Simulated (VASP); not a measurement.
# ZnO in VASP: notebook

Aim: see how the results for ZnO move with the level of theory and the settings. Levels: PBE, r2SCAN. Tasks: single point.

Everything below comes from runs of VASP 6.6.1. Logs are shortened: lines on timing, memory, paths and dates and some standing lists are left out, and cuts for length are marked.

### Step 1. The cell of the first run

The structure is cubic, space group Fm-3m (No. 225). The conventional cell has a = 4.021 Å, b = 4.021 Å, c = 4.021 Å, α = 90.00°, β = 90.00°, γ = 90.00°. Within 2.7 Å of Zn (site symmetry m-3m) lie 6 O at 2.01 Å. O (site symmetry m-3m) has 6 Zn at 2.01 Å within 2.7 Å.

### Step 2. Single point, PBE (strain -5.8%)

The input, INCAR:

```
PREC = Accurate
ENCUT = 520
EDIFF = 1E-7
ISMEAR = -1
SIGMA = 0.02
LREAL = False
LASPH = True
NELM = 100
ALGO = Normal
ISIF = 2
LWAVE = False
LCHARG = False
GGA = PE
NBANDS = 16
```

The input, KPOINTS:

```
Automatic mesh
0
Gamma
  10 10 10
```

The input, POSCAR:

```
ZnO
1.0
    0.0000000000      2.0104384674      2.0104384674
    2.0104384674      0.0000000000      2.0104384674
    2.0104384674      2.0104384674      0.0000000000
Zn O
1 1
Direct
    0.0000000000      0.0000000000      0.0000000000
    0.5000000000      0.5000000000      0.5000000000
```

Potentials or basis: VASP PAW PBE potentials, release 64 (Zn, O).

On the command line:

```sh
$ cat potpaw_PBE.64/Zn/POTCAR potpaw_PBE.64/O/POTCAR > POTCAR
$ mpirun -np 1 vasp_std > vasp.out
```

OUTCAR:

```text
PREC = Accurate
   ENCUT = 520
   EDIFF = 1E-7
   ISMEAR = -1
   LREAL = False
   LASPH = True
   NELM = 100
   ISIF = 2
   GGA = PE

 ion  position               nearest neighbor table
   1  0.000  0.000  0.000-   2 2.01   2 2.01   2 2.01   2 2.01   2 2.01   2 2.01
   2  0.500  0.500  0.500-   1 2.01   1 2.01   1 2.01   1 2.01   1 2.01   1 2.01

  LATTYP: Found a face centered cubic cell.
 ALAT       =     4.0208769348

  Lattice vectors:

 A1 = (   0.0000000000,   2.0104384674,   2.0104384674)
 A2 = (   2.0104384674,   0.0000000000,   2.0104384674)
 A3 = (   2.0104384674,   2.0104384674,   0.0000000000)

Analysis of symmetry for initial positions (statically):
=====================================================================
 Subroutine PRICEL returns:
 Original cell was already a primitive cell.

 Routine SETGRP: Setting up the symmetry group for a
 face centered cubic supercell.

 Subroutine GETGRP returns: Found 48 space group operations
 (whereof 48 operations were pure point group operations)
 out of a pool of 48 trial point group operations.

The static configuration has the point symmetry O_h .

Analysis of symmetry for dynamics (positions and initial velocities):
=====================================================================
 Subroutine PRICEL returns:
 Original cell was already a primitive cell.

 Routine SETGRP: Setting up the symmetry group for a
 face centered cubic supercell.

 Subroutine GETGRP returns: Found 48 space group operations
 (whereof 48 operations were pure point group operations)
 out of a pool of 48 trial point group operations.

The dynamic configuration has the point symmetry O_h .

 Subroutine INISYM returns: Found 48 space group operations
 (whereof 48 operations are pure point group operations),
 and found     1 'primitive' translations

----------------------------------------------------------------------------------------

                                     Primitive cell

  volume of cell :      16.2518

  direct lattice vectors                    reciprocal lattice vectors
     0.000000000  2.010438467  2.010438467    -0.248701966  0.248701966  0.248701966
     2.010438467  0.000000000  2.010438467     0.248701966 -0.248701966  0.248701966
     2.010438467  2.010438467  0.000000000     0.248701966  0.248701966 -0.248701966

  length of vectors
     2.843189347  2.843189347  2.843189347     0.430764442  0.430764442  0.430764442

  position of ions in fractional coordinates (direct lattice)
[... 79 lines left out ...]
   EDIFF  = 0.1E-06   stopping-criterion for ELM
   LREAL  =      F    real-space projection
   EDIFFG = 0.1E-05   stopping-criterion for IOM
   NSW    =      0    number of steps for IOM
   IBRION =     -1    ionic relax: 0-MD 1-quasi-New 2-CG
   NFREE  =      0    steps in history (QN), initial steepest desc. (CG)
   ISIF   =      2    stress and relaxation
   ISYM   =      2    0-nonsym 1-usesym 2-fastsym
   POTIM  = 0.5000    time-step for ionic-motion
   TEBEG  =    0.0;   TEEND  =   0.0 temperature during run
   PSTRESS=    0.0 pullay stress
   NELECT =      18.0000    total number of electrons
   NUPDOWN=      -1.0000    fix difference up-down
   EMIN   =  10.00;   EMAX   =-10.00  energy-range for DOS
   EFERMI =   0.00;   METHOD = LEGACY
   ISMEAR =    -1;   SIGMA  =   0.02  broadening in eV -4-tet -1-fermi 0-gaus
   EFERMI_NEDOS =   21; number of points for ismear=-14 and -15
   IALGO  =     38    algorithm
   IMIX   =      4    mixing-type and parameters
     AMIX     =   0.40;   BMIX     =  1.00
     AMIX_MAG =   1.60;   BMIX_MAG =  1.00
  volume/ion in A,a.u.               =       8.13        54.84
  Fermi-wavevector in a.u.,A,eV,Ry     =   1.693811  3.200838 39.035044  2.868995
  Thomas-Fermi vector in A             =   2.775149
   LORBIT       =      0    0 simple, 1 ext, 2 COOP (PROOUT), +10 PAW based schemes
   GGA     = PE    functional components
   LHFCALC =     F    Hartree Fock is set to
   AEXX    =    0.0000 exact exchange contribution
   IVDW    =     0    specifies the selected vdW correction
   LEPSILON=     F    determine dielectric tensor
   LRPA    =     F    only Hartree local field effects (RPA)
 non-spin polarized calculation
  energy-cutoff  :      520.00
  volume of cell :       16.25
 maximum number of plane-waves:       448
 NGX is ok and might be reduce to    24
   NGX = 11   NGY = 11   NGZ = 11

 number of electron      17.9999989 magnetization

 Free energy of the ion-electron system (eV)
  ---------------------------------------------------
  ext. energy  EPLUGINS =         0.00000000
  ---------------------------------------------------
  free energy    TOTEN  =        -7.95939757 eV

  energy without entropy =       -7.95939757  energy(sigma->0) =       -7.95939757

 E-fermi :   5.3689     XC(G=0): -13.3971

 val. band max:        4.9515976101   @ k =   0.5000   0.0000   0.0000
 cond. band min:       6.7912693498   @ k =   0.0000   0.0000   0.0000
 fundamental gap:      1.8396717397
 Fermi energy:         5.3688817801

 k-point     1 :       0.0000    0.0000    0.0000
  band No.  band energies     occupation
      1     -15.6739      2.00000
      2      -0.4265      2.00000
      3      -0.4265      2.00000
      4      -0.4265      2.00000
      5      -0.1067      2.00000
      6      -0.1067      2.00000
[... 433 lines left out ...]
      3      -1.1576      2.00000
      4      -0.5704      2.00000
      5      -0.1885      2.00000
      6       0.2495      2.00000
[... 8 lines left out ...]
     15      34.8867      0.00000
     16      36.6775      0.00000

 [... further k-points ...]

------------------------ aborting loop because EDIFF is reached ----------------------------------------

  FORCE on cell =-STRESS in cart. coord.  units (eV):
  Direction    XX          YY          ZZ          XY          YZ          ZX
  --------------------------------------------------------------------------------------
  -------------------------------------------------------------------------------------
  Total        6.4324995      6.4324995      6.4324995     -0.0000000      0.0000000     -0.0000000
  in kB      634.1441513    634.1441513    634.1441513     -0.0000000      0.0000000     -0.0000000
  external PRESSURE =     634.1441513 kB  Pullay stress =       0.0000000 kB

 VOLUME and BASIS-vectors are now :
 -----------------------------------------------------------------------------
  energy-cutoff  :      520.00
  volume of cell :       16.25
      direct lattice vectors                 reciprocal lattice vectors
     0.000000000  2.010438467  2.010438467    -0.248701966  0.248701966  0.248701966
     2.010438467  0.000000000  2.010438467     0.248701966 -0.248701966  0.248701966
     2.010438467  2.010438467  0.000000000     0.248701966  0.248701966 -0.248701966

 POSITION                                       TOTAL-FORCE (eV/Angst)
 -----------------------------------------------------------------------------------
      0.00000      0.00000      0.00000        -0.000000      0.000000     -0.000000
      2.01044      2.01044      2.01044         0.000000     -0.000000      0.000000
 -----------------------------------------------------------------------------------
    total drift:                                0.000000     -0.000000     -0.000000

  FREE ENERGIE OF THE ION-ELECTRON SYSTEM (eV)
  ---------------------------------------------------
  free  energy   TOTEN  =        -7.9593975749 eV

  energy  without entropy=       -7.9593975749  energy(sigma->0) =       -7.95939757
```

OSZICAR:

```text
N       E                     dE             d eps       ncg     rms          rms(c)
DAV:   1     0.825950527924E+02    0.82595E+02   -0.97116E+03  1640   0.183E+03
DAV:   2    -0.584103575839E+01   -0.88436E+02   -0.80187E+02  1624   0.296E+02
DAV:   3    -0.947325881629E+01   -0.36322E+01   -0.36224E+01  1816   0.586E+01
DAV:   4    -0.948616322410E+01   -0.12904E-01   -0.12904E-01  1800   0.341E+00
DAV:   5    -0.948619484644E+01   -0.31622E-04   -0.31622E-04  1808   0.164E-01    0.130E+01
DAV:   6    -0.795550398689E+01    0.15307E+01   -0.23117E+00  1968   0.455E+01    0.927E+00
DAV:   7    -0.797152075237E+01   -0.16017E-01   -0.59654E-01  1768   0.106E+01    0.516E+00
DAV:   8    -0.796140692080E+01    0.10114E-01   -0.36032E-02  1608   0.199E+00    0.804E-01
DAV:   9    -0.795928386850E+01    0.21231E-02   -0.39126E-03  2232   0.181E+00    0.488E-02
DAV:  10    -0.795938962730E+01   -0.10576E-03   -0.63382E-04  1656   0.228E-01    0.214E-02
DAV:  11    -0.795939762589E+01   -0.79986E-05   -0.72539E-06  1920   0.353E-02    0.602E-03
DAV:  12    -0.795939757494E+01    0.50955E-07   -0.63240E-07  1736   0.929E-03
   1 F= -.79593976E+01 E0= -.79593976E+01  d E =-.720030E-11
```

It took 12 s on 1 thread of AMD EPYC 7R13 (Zen 3), shared host; peak memory 0.11 GiB.

What came out:

* Free energy: -7.9594 eV
* Pressure: 63.4 GPa
* Band gap on the k mesh: 1.84 eV (least direct gap 4.04 eV)

Caveat: the cell differs from its parent crystal (strain -5.8%); the cell stands under pressure.

### Step 3. Single point, r2SCAN (strain -5.8%)

POSCAR is that of step 2.

The input, INCAR.step1:

```
SYSTEM = ZnO
PREC     = Accurate       ! precision mode
ENCUT    = 520            ! plane-wave cutoff, eV
ISMEAR   = 0              ! smearing method
SIGMA    = 0.01           ! smearing width, eV
LREAL    = .FALSE.        ! projectors in reciprocal space
LASPH    = .TRUE.         ! aspherical terms in the spheres
NELM     = 100            ! most SCF steps
NBANDS   = 16             ! bands
GGA      = PE             ! functional
ALGO     = Normal         ! electronic algorithm
EDIFF    = 1E-4           ! SCF threshold, eV
LWAVE    = .TRUE.         ! write WAVECAR
LCHARG   = .FALSE.        ! write CHGCAR
```

The input, INCAR.step2:

```
SYSTEM = ZnO
PREC     = Accurate       ! precision mode
ENCUT    = 520            ! plane-wave cutoff, eV
EDIFF    = 1E-6           ! SCF threshold, eV
ISMEAR   = 0              ! smearing method
SIGMA    = 0.01           ! smearing width, eV
LREAL    = .FALSE.        ! projectors in reciprocal space
LASPH    = .TRUE.         ! aspherical terms in the spheres
NELM     = 100            ! most SCF steps
ALGO     = Normal         ! electronic algorithm
ISIF     = 2              ! what is computed and relaxed
LWAVE    = .FALSE.        ! write WAVECAR
LCHARG   = .FALSE.        ! write CHGCAR
METAGGA  = R2SCAN         ! meta-GGA
LMIXTAU  = .TRUE.       
NBANDS   = 16             ! bands
ISTART   = 1
```

The input, KPOINTS:

```
Automatic mesh
0
G
  10 10 10
  0 0 0
```

Potentials or basis: VASP PAW PBE potentials, release 64 (Zn, O).

On the command line:

```sh
$ cat potpaw_PBE.64/Zn/POTCAR potpaw_PBE.64/O/POTCAR > POTCAR
$ cp INCAR.step1 INCAR
$ mpirun -np 1 vasp_std > vasp.out
$ cp INCAR.step2 INCAR
$ mpirun -np 1 vasp_std > vasp.out
```

Wall time 54 s (1 thread of AMD EPYC 7R13 (Zen 3), shared host); peak memory 0.12 GiB.

It converged, with:

```
Free energy            : -17.4767 eV
Pressure               : 54.4 GPa
Band gap on the k mesh : 2.52 eV (least direct gap 4.81 eV)
```

Levels at points of the mesh, in eV from the valence-band top:
```
           k point  band 5  band 6  band 7  band 8  band 9  band 10  band 11  band 12  band 13  band 14
(0.00, 0.00, 0.00)   -5.12   -5.12   -2.29   -2.29   -2.29     2.52    19.89    19.89    19.89    19.91
(0.50, 0.00, 0.00)   -4.76   -4.76   -3.87    0.00    0.00     6.44    11.79    14.72    14.72    22.39
(0.50, 0.50, 0.00)   -4.59   -4.59   -4.08   -4.08   -4.05     5.88    12.28    12.91    18.66    18.66
```

Caveat: the cell differs from its parent crystal (strain -5.8%); the cell stands under pressure; the PAW data sets were made with another functional, which shifts forces and pressure a little. A k mesh can miss the band edges.

### Step 4. Single point, PBE (uniaxial z strain +3.9%)

The input, INCAR:

```
SYSTEM = ZnO
PREC = Accurate ; ENCUT = 520
EDIFF = 1E-6 ; ISMEAR = -1
SIGMA = 0.02 ; LREAL = .FALSE.
LASPH = .TRUE. ; NELM = 100
ALGO = Normal ; ISIF = 2
LWAVE = .FALSE. ; LCHARG = .FALSE.
GGA = PE ; NBANDS = 16
```

The input, KPOINTS:

```
regular mesh
0
G
  10 10 10
  0 0 0
```

The input, POSCAR:

```
ZnO
1.0
    0.0000000000      2.1337703963      2.2167740647
    2.1337703963      0.0000000000      2.2167740647
    2.1337703963      2.1337703963      0.0000000000
Zn O
1 1
Direct
    0.0000000000      0.0000000000      0.0000000000
    0.5000000000      0.5000000000      0.5000000000
```

Potentials or basis: VASP PAW PBE potentials, release 64 (Zn, O).

On the command line:

```sh
$ cat potpaw_PBE.64/Zn/POTCAR potpaw_PBE.64/O/POTCAR > POTCAR
$ mpirun -np 1 vasp_std > vasp.out
```

OUTCAR:

```text
SYSTEM = ZnO
   PREC = Accurate
   ENCUT = 520
   EDIFF = 1E-6
   ISMEAR = -1
   LREAL = .FALSE.
   LASPH = .TRUE.
   NELM = 100
   ISIF = 2
   GGA = PE

 ion  position               nearest neighbor table
   1  0.000  0.000  0.000-   2 2.13   2 2.13   2 2.13   2 2.13   2 2.22   2 2.22
   2  0.500  0.500  0.500-   1 2.13   1 2.13   1 2.13   1 2.13   1 2.22   1 2.22

  LATTYP: Found a body centered tetragonal cell.
 ALAT       =     3.0176070334
 C/A-ratio  =     1.4692264699

  Lattice vectors:

 A1 = (  -2.1337703963,   0.0000000000,   2.2167740647)
 A2 = (   2.1337703963,   0.0000000000,   2.2167740647)
 A3 = (   0.0000000000,   2.1337703963,  -2.2167740647)

Analysis of symmetry for initial positions (statically):
=====================================================================
 Subroutine PRICEL returns:
 Original cell was already a primitive cell.

 Routine SETGRP: Setting up the symmetry group for a
 body centered tetragonal supercell.

 Subroutine GETGRP returns: Found 16 space group operations
 (whereof 16 operations were pure point group operations)
 out of a pool of 16 trial point group operations.

The static configuration has the point symmetry D_4h.

Analysis of symmetry for dynamics (positions and initial velocities):
=====================================================================
 Subroutine PRICEL returns:
 Original cell was already a primitive cell.

 Routine SETGRP: Setting up the symmetry group for a
 body centered tetragonal supercell.

 Subroutine GETGRP returns: Found 16 space group operations
 (whereof 16 operations were pure point group operations)
 out of a pool of 16 trial point group operations.

The dynamic configuration has the point symmetry D_4h.

 Subroutine INISYM returns: Found 16 space group operations
 (whereof 16 operations are pure point group operations),
 and found     1 'primitive' translations

[... 111 lines left out ...]
   IALGO  =     38    algorithm
   IMIX   =      4    mixing-type and parameters
     AMIX     =   0.40;   BMIX     =  1.00
     AMIX_MAG =   1.60;   BMIX_MAG =  1.00
  volume/ion in A,a.u.               =      10.09        68.11
  Fermi-wavevector in a.u.,A,eV,Ry     =   1.575736  2.977709 33.782494  2.482943
  Thomas-Fermi vector in A             =   2.676675
   LORBIT       =      0    0 simple, 1 ext, 2 COOP (PROOUT), +10 PAW based schemes
   GGA     = PE    functional components
   LHFCALC =     F    Hartree Fock is set to
   AEXX    =    0.0000 exact exchange contribution
   IVDW    =     0    specifies the selected vdW correction
   LEPSILON=     F    determine dielectric tensor
   LRPA    =     F    only Hartree local field effects (RPA)
 non-spin polarized calculation
  energy-cutoff  :      520.00
  volume of cell :       20.19
 maximum number of plane-waves:       552
   NGX = 11   NGY = 11   NGZ = 11

 number of electron      18.0000009 magnetization

 Free energy of the ion-electron system (eV)
  ---------------------------------------------------
  ext. energy  EPLUGINS =         0.00000000
  ---------------------------------------------------
  free energy    TOTEN  =        -8.62532495 eV

  energy without entropy =       -8.62532495  energy(sigma->0) =       -8.62532495

 E-fermi :   2.8873     XC(G=0): -12.1255

 val. band max:        2.5430838922   @ k =   0.5000  -0.0000   0.0000
 cond. band min:       3.1927457891   @ k =   0.0000   0.0000   0.0000
 fundamental gap:      0.6496618969
 Fermi energy:         2.8872937888

 k-point     1 :       0.0000    0.0000    0.0000
  band No.  band energies     occupation
      1     -15.9030      2.00000
      2      -2.4129      2.00000
      3      -2.3610      2.00000
      4      -2.3610      2.00000
      5      -2.2182      2.00000
      6      -2.1397      2.00000
[... 433 lines left out ...]
      3      -2.7535      2.00000
      4      -2.3053      2.00000
      5      -2.1056      2.00000
      6      -1.9591      2.00000
[... 8 lines left out ...]
     15      29.6042      0.00000
     16      29.9899      0.00000

 [... further k-points ...]

------------------------ aborting loop because EDIFF is reached ----------------------------------------

  FORCE on cell =-STRESS in cart. coord.  units (eV):
  Direction    XX          YY          ZZ          XY          YZ          ZX
  --------------------------------------------------------------------------------------
  -------------------------------------------------------------------------------------
  Total        0.4302448      0.4302448     -0.0048856      0.0000000      0.0000000     -0.0000000
  in kB       34.1491129     34.1491129     -0.3877804      0.0000000      0.0000000     -0.0000000
  external PRESSURE =      22.6368152 kB  Pullay stress =       0.0000000 kB

 VOLUME and BASIS-vectors are now :
 -----------------------------------------------------------------------------
  energy-cutoff  :      520.00
  volume of cell :       20.19
      direct lattice vectors                 reciprocal lattice vectors
     0.000000000  2.133770396  2.216774065    -0.234326993  0.234326993  0.225552982
     2.133770396  0.000000000  2.216774065     0.234326993 -0.234326993  0.225552982
     2.133770396  2.133770396  0.000000000     0.234326993  0.234326993 -0.225552982

 POSITION                                       TOTAL-FORCE (eV/Angst)
 -----------------------------------------------------------------------------------
      0.00000      0.00000      0.00000         0.000000      0.000000     -0.000000
      2.13377      2.13377      2.21677         0.000000     -0.000000      0.000000
 -----------------------------------------------------------------------------------
    total drift:                                0.000000     -0.000000     -0.000000

  FREE ENERGIE OF THE ION-ELECTRON SYSTEM (eV)
  ---------------------------------------------------
  free  energy   TOTEN  =        -8.6253249465 eV

  energy  without entropy=       -8.6253249462  energy(sigma->0) =       -8.62532495
```

Run time: 23 s. Hardware: 1 thread of AMD EPYC 7R13 (Zen 3), shared host; peak memory 0.13 GiB.

What came out:

| Property | Result |
| --- | --- |
| Free energy | -8.6253 eV |
| Pressure | 2.3 GPa |
| Band gap on the k mesh | 0.65 eV (least direct gap 1.90 eV) |

Stress tensor (GPa, compression positive):
```
 3.41  0.00  0.00
 0.00  3.41  0.00
 0.00  0.00 -0.04
```

Levels at points of the mesh, in eV from the valence-band top:
| k point | band 6 | band 7 | band 8 | band 9 | band 10 | band 11 | band 12 | band 13 |
| --- | --- | --- | --- | --- | --- | --- | --- | --- |
| (0.00, 0.00, 0.00) | -4.68 | -1.44 | -1.44 | -1.25 | 0.65 | 17.59 | 17.78 | 17.78 |
| (0.50, 0.00, 0.00) | -4.50 | -3.69 | -0.22 | 0.00 | 5.27 | 8.73 | 12.19 | 12.95 |
| (0.50, 0.50, 0.00) | -4.43 | -4.19 | -2.67 | -2.67 | 4.01 | 10.03 | 11.42 | 15.33 |
| (0.50, 0.00, 0.50) | -4.38 | -4.10 | -2.98 | -2.61 | 3.98 | 10.56 | 10.96 | 14.48 |

Caveat: the cell differs from its parent crystal (uniaxial z strain +3.9%). A k mesh can miss the band edges.

[end of part 1 of 3]
